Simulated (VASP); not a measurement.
# Na (Im-3m) in VASP: further runs

Runs on Na. Level: PBEsol. Tasks: single point.

Everything below comes from runs of VASP 6.6.1. Logs are shortened: lines on timing, memory, paths and dates and some standing lists are left out, and cuts for length are marked.

### 1 The cell of the first run

The structure is cubic, space group Im-3m (No. 229). Conventional cell: a = 4.129 Å, b = 4.129 Å, c = 4.129 Å, α = 90.00°, β = 90.00°, γ = 90.00°. Within 4.7 Å of Na (site symmetry m-3m) lie 14 Na at 3.58 to 4.13 Å.

### 2 Single point, PBEsol

The input, INCAR:

```
SYSTEM = Na
PREC = Accurate ; ENCUT = 520
EDIFF = 1E-6 ; ISMEAR = -1
SIGMA = 0.1 ; LREAL = .False.
LASPH = .True. ; NELM = 80
ALGO = Normal ; ISIF = 2
LWAVE = .False. ; LCHARG = .False.
GGA = PS ; NBANDS = 10
```

The input, KPOINTS:

```
Automatic mesh
0
Gamma
  13 13 13
  0 0 0
```

The input, POSCAR:

```
Na
1.0
   -2.0644408667      2.0644408667      2.0644408667
    2.0644408667     -2.0644408667      2.0644408667
    2.0644408667      2.0644408667     -2.0644408667
Na
1
Direct
    0.0000000000      0.0000000000      0.0000000000
```

Potentials or basis: VASP PAW PBE potentials, release 64 (Na_pv).

On the command line:

```
$ cat potpaw_PBE.64/Na_pv/POTCAR > POTCAR
$ mpirun -np 1 vasp_std > vasp.out
```

OUTCAR:

```text
SYSTEM = Na
   PREC = Accurate
   ENCUT = 520
   EDIFF = 1E-6
   ISMEAR = -1
   LREAL = .False.
   LASPH = .True.
   NELM = 80
   ISIF = 2
   GGA = PS

 ion  position               nearest neighbor table
   1  0.000  0.000  0.000-

  LATTYP: Found a body centered cubic cell.
 ALAT       =     4.1288817334

  Lattice vectors:

 A1 = (  -2.0644408667,   2.0644408667,   2.0644408667)
 A2 = (   2.0644408667,  -2.0644408667,   2.0644408667)
 A3 = (   2.0644408667,   2.0644408667,  -2.0644408667)

Analysis of symmetry for initial positions (statically):
=====================================================================
 Subroutine PRICEL returns:
 Original cell was already a primitive cell.

 Routine SETGRP: Setting up the symmetry group for a
 body centered cubic supercell.

 Subroutine GETGRP returns: Found 48 space group operations
 (whereof 48 operations were pure point group operations)
 out of a pool of 48 trial point group operations.

The static configuration has the point symmetry O_h .

Analysis of symmetry for dynamics (positions and initial velocities):
=====================================================================
 Subroutine PRICEL returns:
 Original cell was already a primitive cell.

 Routine SETGRP: Setting up the symmetry group for a
 body centered cubic supercell.

 Subroutine GETGRP returns: Found 48 space group operations
 (whereof 48 operations were pure point group operations)
 out of a pool of 48 trial point group operations.

The dynamic configuration has the point symmetry O_h .

 Subroutine INISYM returns: Found 48 space group operations
 (whereof 48 operations are pure point group operations),
 and found     1 'primitive' translations

----------------------------------------------------------------------------------------

                                     Primitive cell

  volume of cell :      35.1939

  direct lattice vectors                    reciprocal lattice vectors
    -2.064440867  2.064440867  2.064440867     0.000000000  0.242196329  0.242196329
     2.064440867 -2.064440867  2.064440867     0.242196329  0.000000000  0.242196329
     2.064440867  2.064440867 -2.064440867     0.242196329  0.242196329  0.000000000

  length of vectors
     3.575716470  3.575716470  3.575716470     0.342517334  0.342517334  0.342517334

  position of ions in fractional coordinates (direct lattice)
     0.000000000  0.000000000  0.000000000

  ion indices of the primitive-cell ions
   primitive index   ion index
                 1           1

----------------------------------------------------------------------------------------

 KPOINTS: Automatic mesh

Automatic generation of k-mesh.
 Grid dimensions read from file:
 generate k-points for:   13   13   13

 Generating k-lattice:

  Cartesian coordinates                     Fractional coordinates (reciprocal lattice)
     0.000000000  0.018630487  0.018630487     0.076923077  0.000000000  0.000000000
     0.018630487  0.000000000  0.018630487     0.000000000  0.076923077  0.000000000
     0.018630487  0.018630487  0.000000000     0.000000000  0.000000000  0.076923077

  Length of vectors
     0.026347487  0.026347487  0.026347487

  Shift w.r.t. Gamma in fractional coordinates (k-lattice)
     0.000000000  0.000000000  0.000000000

 Subroutine IBZKPT returns following result:
 ===========================================

 Found     84 irreducible k-points:

 Following reciprocal coordinates:
            Coordinates               Weight
  0.000000  0.000000  0.000000      1.000000
  0.076923  0.000000  0.000000     12.000000
  0.153846  0.000000  0.000000     12.000000
  0.230769  0.000000  0.000000     12.000000
  0.307692  0.000000  0.000000     12.000000
  0.384615  0.000000  0.000000     12.000000
[... 16 lines left out ...]
  0.153846  0.076923  0.076923     24.000000
  0.230769  0.076923  0.076923     24.000000
 [... further k-points ...]
   k-points           NKPTS =     84   k-points in BZ     NKDIM =     84   number of bands    NBANDS=     10
   number of dos      NEDOS =    301   number of ions     NIONS =      1
   total plane-waves  NPLWV =  21952
   dimension x,y,z NGX =    28 NGY =   28 NGZ =   28
   dimension x,y,z NGXF=    56 NGYF=   56 NGZF=   56
   ions per type =               1
   NGX,Y,Z   is equivalent  to a cutoff of  13.02, 13.02, 13.02 a.u.
   NGXF,Y,Z  is equivalent  to a cutoff of  26.04, 26.04, 26.04 a.u.
 SYSTEM =  Na
   PREC   = accura    normal or accurate (medium, high low for compatibility)
   ISTART =      0    job   : 0-new  1-cont  2-samecut
   ICHARG =      2    charge: 1-file 2-atom 10-const
   ISPIN  =      1    spin polarized calculation?
   LNONCOLLINEAR =      F non collinear calculations
   LSORBIT =      F    spin-orbit coupling
   LASPH  =      T    aspherical Exc in radial PAW
   ENCUT  =  520.0 eV  38.22 Ry    6.18 a.u.   6.65  6.65  6.65*2*pi/ulx,y,z
   NELM   =     80;   NELMIN=  2; NELMDL= -5     # of ELM steps
   EDIFF  = 0.1E-05   stopping-criterion for ELM
   LREAL  =      F    real-space projection
   EDIFFG = 0.1E-04   stopping-criterion for IOM
   NSW    =      0    number of steps for IOM
   IBRION =     -1    ionic relax: 0-MD 1-quasi-New 2-CG
   NFREE  =      0    steps in history (QN), initial steepest desc. (CG)
   ISIF   =      2    stress and relaxation
   ISYM   =      2    0-nonsym 1-usesym 2-fastsym
   POTIM  = 0.5000    time-step for ionic-motion
   TEBEG  =    0.0;   TEEND  =   0.0 temperature during run
   PSTRESS=    0.0 pullay stress
   NELECT =       7.0000    total number of electrons
   NUPDOWN=      -1.0000    fix difference up-down
   EMIN   =  10.00;   EMAX   =-10.00  energy-range for DOS
   EFERMI =   0.00;   METHOD = LEGACY
   ISMEAR =    -1;   SIGMA  =   0.10  broadening in eV -4-tet -1-fermi 0-gaus
   EFERMI_NEDOS =   21; number of points for ismear=-14 and -15
   IALGO  =     38    algorithm
   IMIX   =      4    mixing-type and parameters
     AMIX     =   0.40;   BMIX     =  1.00
     AMIX_MAG =   1.60;   BMIX_MAG =  1.00
  volume/ion in A,a.u.               =      35.19       237.50
  Fermi-wavevector in a.u.,A,eV,Ry     =   0.955620  1.805859 12.424961  0.913209
  Thomas-Fermi vector in A             =   2.084474
   LORBIT       =      0    0 simple, 1 ext, 2 COOP (PROOUT), +10 PAW based schemes
   GGA     = PS    functional components
   LHFCALC =     F    Hartree Fock is set to
   AEXX    =    0.0000 exact exchange contribution
   IVDW    =     0    specifies the selected vdW correction
   LEPSILON=     F    determine dielectric tensor
   LRPA    =     F    only Hartree local field effects (RPA)
 non-spin polarized calculation
  energy-cutoff  :      520.00
  volume of cell :       35.19
 maximum number of plane-waves:       960
   NGX = 13   NGY = 13   NGZ = 13

 number of electron       6.9999987 magnetization

 Free energy of the ion-electron system (eV)
  ---------------------------------------------------
  ext. energy  EPLUGINS =         0.00000000
  ---------------------------------------------------
  free energy    TOTEN  =        -1.40570043 eV

  energy without entropy =       -1.38990521  energy(sigma->0) =       -1.39780282

 E-fermi :   0.4756     XC(G=0):  -6.6400

 val. band max:        0.4148692509   @ k =  -0.3077   0.3077   0.3077
 cond. band min:       0.5103540787   @ k =  -0.3846   0.4615   0.0769
 fundamental gap:      0.0954848279
 Fermi energy:         0.4756129241

 k-point     1 :       0.0000    0.0000    0.0000
  band No.  band energies     occupation
      1     -24.2887      2.00000
      2     -24.2887      2.00000
      3     -24.2887      2.00000
      4      -2.9327      2.00000
      5      12.5301      0.00000
      6      12.5301      0.00000
      7      12.5301      0.00000
      8      13.5666      0.00000
      9      13.5666      0.00000
     10      14.1311      0.00000

 k-point     2 :       0.0769    0.0000    0.0000
  band No.  band energies     occupation
      1     -24.2912      2.00000
      2     -24.2896      2.00000
      3     -24.2887      2.00000
      4      -2.8245      2.00000
      5      11.1673      0.00000
      6      11.8603      0.00000
      7      12.1547      0.00000
      8      12.7610      0.00000
      9      13.0160      0.00000
     10      14.5339      0.00000

 k-point     3 :       0.1538    0.0000    0.0000
  band No.  band energies     occupation
      1     -24.2982      2.00000
      2     -24.2919      2.00000
      3     -24.2887      2.00000
      4      -2.5014      2.00000
      5       9.0963      0.00000
      6      10.9197      0.00000
      7      11.5041      0.00000
      8      11.8642      0.00000
      9      12.7131      0.00000
     10      14.7240      0.00000

 k-point     4 :       0.2308    0.0000    0.0000
  band No.  band energies     occupation
      1     -24.3080      2.00000
      2     -24.2951      2.00000
      3     -24.2887      2.00000
      4      -1.9678      2.00000
      5       7.1264      0.00000
      6      10.1217      0.00000
      7      10.9137      0.00000
      8      11.1360      0.00000
      9      12.2629      0.00000
     10      15.1393      0.00000
[... 222 lines left out ...]
 k-point    22 :       0.0769    0.0769    0.0769
  band No.  band energies     occupation
      1     -24.3031      2.00000
      2     -24.2905      2.00000
      3     -24.2905      2.00000
      4      -2.2872      2.00000
      5       9.0067      0.00000
      6       9.0067      0.00000
      7      10.2918      0.00000
      8      13.6778      0.00000
      9      13.6778      0.00000
     10      14.7571      0.00000

 k-point    23 :       0.1538    0.0769    0.0769
  band No.  band energies     occupation
      1     -24.3114      2.00000
      2     -24.2939      2.00000
      3     -24.2907      2.00000
      4      -1.7560      2.00000
      5       7.2200      0.00000
      6       8.2224      0.00000
      7       9.4573      0.00000
      8      13.3830      0.00000
      9      13.7897      0.00000
     10      15.4030      0.00000

 k-point    24 :       0.2308    0.0769    0.0769
  band No.  band energies     occupation
      1     -24.3194      2.00000
      2     -24.2982      2.00000
      3     -24.2908      2.00000
      4      -1.0218      2.00000
      5       5.4627      0.00000
      6       7.6338      0.00000
      7       8.8731      0.00000
      8      12.8620      0.00000
      9      13.5919      0.00000
     10      15.9852      0.00000

 [... further k-points ...]
[... 5 lines left out ...]
  --------------------------------------------------------------------------------------
  -------------------------------------------------------------------------------------
  Total        0.0536732      0.0536732      0.0536732      0.0000000     -0.0000000      0.0000000
  in kB        2.4434338      2.4434338      2.4434338      0.0000000     -0.0000000      0.0000000
  external PRESSURE =       2.4434338 kB  Pullay stress =       0.0000000 kB

 VOLUME and BASIS-vectors are now :
 -----------------------------------------------------------------------------
  energy-cutoff  :      520.00
  volume of cell :       35.19
      direct lattice vectors                 reciprocal lattice vectors
    -2.064440867  2.064440867  2.064440867     0.000000000  0.242196329  0.242196329
     2.064440867 -2.064440867  2.064440867     0.242196329  0.000000000  0.242196329
     2.064440867  2.064440867 -2.064440867     0.242196329  0.242196329  0.000000000

 POSITION                                       TOTAL-FORCE (eV/Angst)
 -----------------------------------------------------------------------------------
      0.00000      0.00000      0.00000         0.000000     -0.000000     -0.000000
 -----------------------------------------------------------------------------------
    total drift:                               -0.000000     -0.000000     -0.000000

  FREE ENERGIE OF THE ION-ELECTRON SYSTEM (eV)
  ---------------------------------------------------
  free  energy   TOTEN  =        -1.4057004346 eV

  energy  without entropy=       -1.3899052123  energy(sigma->0) =       -1.39780282
```

It took 15 s on 1 thread of Intel Xeon 6975P-C (Granite Rapids), shared host; peak memory 0.16 GiB.

Results:

* Free energy: -1.4057 eV
* Pressure: 0.2 GPa

Levels at points of the mesh, in eV from the Fermi level:
| k point | band 1 | band 2 | band 3 | band 4 | band 5 | band 6 |
| --- | --- | --- | --- | --- | --- | --- |
| (0.00, 0.00, 0.00) | -24.76 | -24.76 | -24.76 | -3.41 | 12.05 | 12.05 |

Caveat: the PAW data sets were made with another functional, which shifts forces and pressure a little.

### 3 Single point, PBEsol

The input, INCAR:

```
PREC     = Accurate       # precision mode
ENCUT    = 520            # plane-wave cutoff, eV
EDIFF    = 1E-6           # SCF threshold, eV
ISMEAR   = -1             # smearing method
SIGMA    = 0.1            # smearing width, eV
LREAL    = False          # projectors in reciprocal space
LASPH    = True           # aspherical terms in the spheres
NELM     = 60             # most SCF steps
ALGO     = Normal         # electronic algorithm
ISIF     = 2              # what is computed and relaxed
LWAVE    = False          # write WAVECAR
LCHARG   = False          # write CHGCAR
GGA      = PS             # functional
NBANDS   = 10             # bands
```

The input, KPOINTS:

```
regular mesh
0
Gamma
  13 13 13
```

POSCAR is that of step 2.

Potentials or basis: VASP PAW PBE potentials, release 64 (Na_pv).

On the command line:

```
$ cat potpaw_PBE.64/Na_pv/POTCAR > POTCAR
$ mpirun -np 1 vasp_std > vasp.out
```

Run time: 15 s. Hardware: 1 thread of Intel Xeon 6975P-C (Granite Rapids), shared host; peak memory 0.16 GiB.

Results (log left out):

```yaml
Free_energy: -1.4057 eV
Pressure: 0.2 GPa
```

Levels at points of the mesh, in eV from the Fermi level:
```tsv
k point	band 1	band 2	band 3	band 4	band 5	band 6
(0.00, 0.00, 0.00)	-24.76	-24.76	-24.76	-3.41	12.05	12.05
```

Caveat: the PAW data sets were made with another functional, which shifts forces and pressure a little.
